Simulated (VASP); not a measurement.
# EuBi (F-43m) in VASP: a series of runs, part 2 of 2

VASP 6.6.1. Earlier steps stand in the parts before.

**3. Single point, PBE, collinear spin, ferromagnetic start**

This run uses another cell than the first one, of 48.64 Å³/atom, 1.007 times its volume.

File INCAR:

```
ALGO     = Fast           # electronic algorithm
EDIFF    = 1E-6           # SCF threshold, eV
ENCUT    = 520            # plane-wave cutoff, eV
GGA      = PE             # functional
ISIF     = 2              # what is computed and relaxed
ISMEAR   = 0              # smearing method
ISPIN    = 2              # spin polarisation
LASPH    = True           # aspherical terms in the spheres
LCHARG   = False          # write CHGCAR
LMAXMIX  = 6              # l up to which the mixer works
LORBIT   = 11             # projections on sites
LREAL    = False          # projectors in reciprocal space
LWAVE    = False          # write WAVECAR
MAGMOM   = 7.18 0         # initial moments
NBANDS   = 27             # bands
NELM     = 150            # most SCF steps
PREC     = Accurate       # precision mode
SIGMA    = 0.05           # smearing width, eV
```

File KPOINTS:

```
k-points
0
Gamma
  8 8 8
```

File POSCAR:

```
EuBi
1.0
    0.0000000000      3.6503006188      3.6503006188
    3.6503006188      0.0000000000      3.6503006188
    3.6503006188      3.6503006188      0.0000000000
Eu Bi
1 1
Direct
    0.0000000000      0.0000000000      0.0000000000
    0.2500000000      0.2500000000      0.2500000000
```

Potentials or basis: VASP PAW PBE potentials, release 64 (Eu, Bi_d).

Started as:

```bash
$ cat potpaw_PBE.64/Eu/POTCAR potpaw_PBE.64/Bi_d/POTCAR > POTCAR
$ mpirun -np 1 vasp_std > vasp.out
```

OUTCAR:

```text
EDIFF = 1E-6
   ENCUT = 520
   GGA = PE
   ISIF = 2
   ISMEAR = 0
   ISPIN = 2
   LASPH = True
   LORBIT = 11
   LREAL = False
   NELM = 150
   PREC = Accurate

 ion  position               nearest neighbor table
   1  0.000  0.000  0.000-   2 3.16   2 3.16   2 3.16   2 3.16
   2  0.250  0.250  0.250-   1 3.16   1 3.16   1 3.16   1 3.16

  LATTYP: Found a face centered cubic cell.
 ALAT       =     7.3006012376

  Lattice vectors:

 A1 = (   0.0000000000,   3.6503006188,   3.6503006188)
 A2 = (   3.6503006188,   0.0000000000,   3.6503006188)
 A3 = (   3.6503006188,   3.6503006188,   0.0000000000)

Analysis of symmetry for initial positions (statically):
=====================================================================
 Subroutine PRICEL returns:
 Original cell was already a primitive cell.

 Routine SETGRP: Setting up the symmetry group for a
 face centered cubic supercell.

 Subroutine GETGRP returns: Found 24 space group operations
 (whereof 24 operations were pure point group operations)
 out of a pool of 48 trial point group operations.

The static configuration has the point symmetry T_d .

Analysis of symmetry for dynamics (positions and initial velocities):
=====================================================================
 Subroutine PRICEL returns:
 Original cell was already a primitive cell.

 Routine SETGRP: Setting up the symmetry group for a
 face centered cubic supercell.

 Subroutine GETGRP returns: Found 24 space group operations
 (whereof 24 operations were pure point group operations)
 out of a pool of 48 trial point group operations.

The dynamic configuration has the point symmetry T_d .

Analysis of structural, dynamic, and magnetic symmetry:
=====================================================================
 Subroutine PRICEL returns:
 Original cell was already a primitive cell.

 Routine SETGRP: Setting up the symmetry group for a
 face centered cubic supercell.

 Subroutine GETGRP returns: Found 24 space group operations
 (whereof 24 operations were pure point group operations)
 out of a pool of 48 trial point group operations.

The overall configuration has the point symmetry T_d .

 Subroutine INISYM returns: Found 24 space group operations
 (whereof 24 operations are pure point group operations),
 and found     1 'primitive' translations

----------------------------------------------------------------------------------------

                                     Primitive cell

  volume of cell :      97.2783

  direct lattice vectors                    reciprocal lattice vectors
     0.000000000  3.650300619  3.650300619    -0.136975020  0.136975020  0.136975020
     3.650300619  0.000000000  3.650300619     0.136975020 -0.136975020  0.136975020
     3.650300619  3.650300619  0.000000000     0.136975020  0.136975020 -0.136975020

  length of vectors
     5.162304642  5.162304642  5.162304642     0.237247694  0.237247694  0.237247694

  position of ions in fractional coordinates (direct lattice)
     0.000000000  0.000000000  0.000000000
     0.250000000  0.250000000  0.250000000

  ion indices of the primitive-cell ions
   primitive index   ion index
                 1           1
                 2           2

----------------------------------------------------------------------------------------

[... 68 lines left out ...]
   NELM   =    150;   NELMIN=  2; NELMDL= -5     # of ELM steps
   EDIFF  = 0.1E-05   stopping-criterion for ELM
   LREAL  =      F    real-space projection
   EDIFFG = 0.1E-04   stopping-criterion for IOM
   NSW    =      0    number of steps for IOM
   IBRION =     -1    ionic relax: 0-MD 1-quasi-New 2-CG
   NFREE  =      0    steps in history (QN), initial steepest desc. (CG)
   ISIF   =      2    stress and relaxation
   ISYM   =      2    0-nonsym 1-usesym 2-fastsym
   POTIM  = 0.5000    time-step for ionic-motion
   TEBEG  =    0.0;   TEEND  =   0.0 temperature during run
   PSTRESS=    0.0 pullay stress
   NELECT =      32.0000    total number of electrons
   NUPDOWN=      -1.0000    fix difference up-down
   EMIN   =  10.00;   EMAX   =-10.00  energy-range for DOS
   EFERMI =   0.00;   METHOD = LEGACY
   ISMEAR =     0;   SIGMA  =   0.05  broadening in eV -4-tet -1-fermi 0-gaus
   EFERMI_NEDOS =   21; number of points for ismear=-14 and -15
   IALGO  =     68    algorithm
   IMIX   =      4    mixing-type and parameters
     AMIX     =   0.40;   BMIX     =  1.00
     AMIX_MAG =   1.60;   BMIX_MAG =  1.00
  volume/ion in A,a.u.               =      48.64       328.23
  Fermi-wavevector in a.u.,A,eV,Ry     =   1.130107  2.135592 17.376566  1.277142
  Thomas-Fermi vector in A             =   2.266802
   LORBIT       =     11    0 simple, 1 ext, 2 COOP (PROOUT), +10 PAW based schemes
   GGA     = PE    functional components
   LHFCALC =     F    Hartree Fock is set to
   AEXX    =    0.0000 exact exchange contribution
   IVDW    =     0    specifies the selected vdW correction
   LEPSILON=     F    determine dielectric tensor
   LRPA    =     F    only Hartree local field effects (RPA)
 spin polarized calculation
 RMM-DIIS sequential band-by-band and
 Gauss-broadening in eV      SIGMA  =   0.05
  energy-cutoff  :      520.00
  volume of cell :       97.28
 maximum number of plane-waves:      2685
 NGX is ok and might be reduce to    40
   NGX = 19   NGY = 19   NGZ = 19

 number of electron      31.9999990 magnetization       6.0008183

 Free energy of the ion-electron system (eV)
  ---------------------------------------------------
  ext. energy  EPLUGINS =         0.00000000
  ---------------------------------------------------
  free energy    TOTEN  =       -15.72884341 eV

  energy without entropy =      -15.72322936  energy(sigma->0) =      -15.72603638

 E-fermi :   1.4898     XC(G=0):  -7.8718

 val. band max:        1.4865867932   @ k =  -0.3750   0.5000   0.1250
 cond. band min:       1.4957155724   @ k =   0.3750   0.0000   0.0000
 fundamental gap:      0.0091287792
 Fermi energy:         1.4898115286

 spin component 1

 k-point     1 :       0.0000    0.0000    0.0000
  band No.  band energies     occupation
      1     -39.7882      1.00000
      2     -19.7203      1.00000
      3     -19.7203      1.00000
      4     -19.7203      1.00000
      5     -19.6358      1.00000
      6     -19.6358      1.00000
[... 709 lines left out ...]
     26       6.6395      0.00000
     27       9.2265      0.00000

 [... further k-points ...]

 spin component 2

 k-point     1 :       0.0000    0.0000    0.0000
  band No.  band energies     occupation
      1     -36.7968      1.00000
      2     -19.7524      1.00000
      3     -19.7524      1.00000
      4     -19.7524      1.00000
      5     -19.7046      1.00000
      6     -19.7046      1.00000
[... 709 lines left out ...]
     26       7.0575      0.00000
     27      13.3072      0.00000

 [... further k-points ...]

------------------------ aborting loop because EDIFF is reached ----------------------------------------

  FORCE on cell =-STRESS in cart. coord.  units (eV):
  Direction    XX          YY          ZZ          XY          YZ          ZX
  --------------------------------------------------------------------------------------
  -------------------------------------------------------------------------------------
  Total        0.5577504      0.5577504      0.5577504      0.0000000     -0.0000000      0.0000000
  in kB        9.1861718      9.1861718      9.1861718      0.0000000     -0.0000000      0.0000000
  external PRESSURE =       9.1861718 kB  Pullay stress =       0.0000000 kB

 VOLUME and BASIS-vectors are now :
 -----------------------------------------------------------------------------
  energy-cutoff  :      520.00
  volume of cell :       97.28
      direct lattice vectors                 reciprocal lattice vectors
     0.000000000  3.650300619  3.650300619    -0.136975020  0.136975020  0.136975020
     3.650300619  0.000000000  3.650300619     0.136975020 -0.136975020  0.136975020
     3.650300619  3.650300619  0.000000000     0.136975020  0.136975020 -0.136975020

 POSITION                                       TOTAL-FORCE (eV/Angst)
 -----------------------------------------------------------------------------------
      0.00000      0.00000      0.00000         0.000000      0.000000      0.000000
      1.82515      1.82515      1.82515        -0.000000     -0.000000     -0.000000
 -----------------------------------------------------------------------------------
    total drift:                                0.000000      0.000000      0.000000

  FREE ENERGIE OF THE ION-ELECTRON SYSTEM (eV)
  ---------------------------------------------------
  free  energy   TOTEN  =       -15.7288434072 eV

  energy  without entropy=      -15.7232293553  energy(sigma->0) =      -15.72603638

 total charge

# of ion       s       p       d       f       tot
--------------------------------------------------
    1        2.058   5.725   0.335   6.556  14.674
    2        1.451   1.677   9.871   0.000  12.999
--------------------------------------------------
tot          3.509   7.402  10.206   6.556  27.673

 magnetization (x)

# of ion       s       p       d       f       tot
--------------------------------------------------
    1       -0.006  -0.130   0.016   6.526   6.406
    2       -0.005  -0.317   0.002   0.000  -0.320
--------------------------------------------------
tot         -0.011  -0.447   0.018   6.526   6.086
```

Run time: 12 min. Hardware: 1 thread of Intel Xeon 6975P-C, shared host; peak memory 0.4 GiB.

Results:

- Free energy: -15.7288 eV
- Pressure: 0.9 GPa
- Band gap on the k mesh: zero (filled and empty bands overlap)
- Net moment: 6.00 μB per cell
- Site moments: Eu +6.41; Bi -0.32 μB
- Valence electrons inside the program's atomic spheres: Eu 14.67; Bi 13.00

Levels at points of the mesh, in eV from the Fermi level:
Spin up:
| k point | band 17 | band 18 | band 19 | band 20 | band 21 | band 22 |
| --- | --- | --- | --- | --- | --- | --- |
| (0.00, 0.00, 0.00) | -0.30 | -0.12 | -0.12 | -0.12 | 2.06 | 3.00 |
| (0.50, 0.00, 0.00) | -0.33 | -0.30 | 0.01 | 0.01 | 2.90 | 3.23 |
| (0.50, 0.50, 0.00) | -0.33 | -0.33 | 0.27 | 0.27 | 1.66 | 2.77 |
Spin down:
```tsv
k point	band 11	band 12	band 13	band 14	band 15	band 16
(0.00, 0.00, 0.00)	-0.53	-0.53	-0.53	1.70	3.60	3.60
(0.50, 0.00, 0.00)	-1.60	-0.33	-0.33	3.23	3.67	3.71
(0.50, 0.50, 0.00)	-1.81	-0.11	-0.11	1.88	3.13	4.16
```

Caveat: spin-orbit coupling is left out, which moves the levels of the heavy elements; without U or exact exchange the open f shell lies at the Fermi level, which spoils levels, moments and volumes. The state reached can hang on the start; a lower one may exist.
